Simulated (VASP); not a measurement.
Runs of VASP 6.6.1 on HfO2. The structure is that of space group P4_2/nmc (No. 137), or close to it. The cells are those of the table. 

```tsv
cell	smearing	gap on the mesh (eV)	pressure (GPa)	largest force (eV/Å)
a = 3.630, b = 3.630, c = 5.171 Å, 6 atoms	gaussian 0.02 eV	4.96	-9.2	0.07
a = 3.684, b = 3.684, c = 5.109 Å, 6 atoms	gaussian 0.02 eV	4.56	-13.6	0.07
a = 3.549, b = 3.549, c = 5.125 Å, 6 atoms	gaussian 0.02 eV	5.24	2.6	0.06
a = 3.568, b = 3.568, c = 5.176 Å, 6 atoms	gaussian 0.02 eV	5.25	-1.7	0.07
a = 3.577, b = 3.577, c = 5.203 Å, 6 atoms	gaussian 0.05 eV	5.24	-3.6	0.07
a = 3.555, b = 3.555, c = 5.141 Å, 6 atoms	gaussian 0.02 eV	5.25	(a)	0.06
a = 3.558, b = 3.558, c = 5.172 Å, 6 atoms	gaussian 0.02 eV	5.25	-0.2	0.06
a = 3.520, b = 3.520, c = 5.051 Å, 6 atoms	gaussian 0.02 eV	5.18	10.2	0.05
a = 3.586, b = 3.586, c = 5.232 Å, 6 atoms	gaussian 0.02 eV	5.24	-5.5	0.07
a = 3.738, b = 3.738, c = 5.125 Å, 6 atoms	gaussian 0.02 eV	4.32	-18.9	0.07
a = 3.602, b = 3.602, c = 5.283 Å, 6 atoms	gaussian 0.02 eV	5.24	(b)	0.07
```

Alike in all rows: task single point; level r2SCAN; potentials or basis VASP PAW PBE potentials, release 64 (Hf_pv, O); no spin polarisation; k mesh 6 × 6 × 6; cutoff (eV) 520.

Problem. Fill in the values left out.

Solution. (a) 1.2; (b) -8.6.

Caveats: the PAW data sets were made with another functional, which shifts forces and pressure a little; spin-orbit coupling is left out, which moves the levels of the heavy elements.

A k mesh can miss the band edges, and the runs leave out spin-orbit coupling on Hf.
